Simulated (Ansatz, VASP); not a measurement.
# AlRu: VASP beside Ansatz

The input INCAR:

```
  PREC = Accurate
  ENCUT = 520
  EDIFF = 1E-7
  ISMEAR = -1
  SIGMA = 0.05
  LREAL = F
  LASPH = T
  NELM = 80
  ALGO = Normal
  ISIF = 2
  LWAVE = F
  LCHARG = F
  NBANDS = 16
```

KPOINTS

```
Automatic mesh
0
Gamma
  12 12 12
```

Contents of POSCAR:

```
AlRu
1.0
    2.9533721097      0.0000000000      0.0000000000
    0.0000000000      2.9533721097      0.0000000000
    0.0000000000      0.0000000000      2.9533721097
Al Ru
1 1
Direct
    0.0000000000      0.0000000000      0.0000000000
    0.5000000000      0.5000000000      0.5000000000
```

Input for Ansatz:

```yaml
crystal:
  lattice:
    - [2.95337210973, 0.0, 0.0]
    - [0.0, 2.95337210973, 0.0]
    - [0.0, 0.0, 2.95337210973]
  atoms:
    - { symbol: Al, position: [0.0, 0.0, 0.0] }
    - { symbol: Ru, position: [0.5, 0.5, 0.5] }
kpoints:
  mp_grid: { grid: [12, 12, 12] }
scf:
  occupations: { method: fermi_dirac, width: 0.05 }
hamiltonian:
  xc: lda
  pseudopotentials: { kind: all_electron, lapw: { basis_error: 0.001 } }
output:
  forces: true
  stress: true
  eigenvalues: true
  eigenstates:
    nscf_kmesh: { grid: [20, 20, 20] }
    de_dk: true
    e_range: [-14, 14]
  optics:
    e_range: [0, 25]
    de: 0.2
    sigma: 0.15
    bands: { spectra_wanted_up_to: 25 }
    nscf_kmesh: { grid: [20, 20, 20] }
    drude_damping: 0.1
checkpoint:
  write: ck
  write_wavefunctions: false
```

Alike in both runs: task single point; functional LDA; k mesh 12 × 12 × 12; occupations fermi-dirac, width 0.05 eV; no spin polarisation.

```csv
,VASP,Ansatz
version,VASP 6.6.1,Ansatz 0.2.0
potentials or method,"VASP PAW LDA potentials, release 64 (Al, Ru_pv), cutoff 520 eV","all-electron LAPW, scalar-relativistic"
```

```csv
,VASP,Ansatz,Ansatz less VASP
pressure (GPa),0.6,0.0,-0.63
```

LDA's correlation is that of Perdew and Zunger in VASP and of Perdew and Wang (1992) in Ansatz. Ansatz ran all-electron here, and VASP with PAW potentials. Ansatz's warnings: optics on partly filled bands.
